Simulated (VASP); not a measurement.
# ZrB2: single point with PBE

ZrB2:

```xyz
3
Lattice="3.1700 0.0000 0.0000 -1.5850 2.7453 0.0000 0.0000 0.0000 3.5330" Properties=species:S:1:pos:R:3 pbc="T T T"
Zr    0.0000    0.0000    0.0000
B     1.5850    0.9151    1.7665
B     0.0000    1.8302    1.7665
```

```yaml
Program: VASP 6.6.1
Task: single point
Functional: PBE
Potentials_or_basis: VASP PAW PBE potentials, release 64 (Zr_sv, B)
Cutoff: 520 eV
k_mesh: 10 × 10 × 8
Occupations: gaussian, width 0.02 eV
Spin: no spin polarisation
Dipole_correction: no
Further_INCAR_settings: ALGO = Normal; EDIFF = 1e-07; NBANDS = 16
```

```json
{
 "Pressure": "0.9 GPa",
 "Band gap on the k mesh": "zero (band 9 reaches 11.10 eV, above the bottom of band 10 at 10.29 eV)"
}
```

Stress tensor (GPa, compression positive):
```
0.51 0.00 0.00
0.00 0.51 0.00
0.00 0.00 1.77
```

Levels at points of the mesh, in eV from the Fermi level:
```tsv
k point	band 7	band 8	band 9	band 10	band 11	band 12
(0.00, 0.00, 0.00)	-2.51	-2.46	-2.22	3.52	3.52	4.30
(0.50, 0.00, 0.00)	-3.77	-2.93	-2.56	2.35	2.43	5.04
(0.00, 0.00, 0.50)	-0.84	-0.84	0.45	0.45	0.90	0.90
(0.50, 0.00, 0.50)	-4.48	-4.01	-1.88	3.87	4.20	5.41
```

It took 42 s on 1 thread of Intel Xeon 8259CL (shared host), peak memory 0.16 GiB.
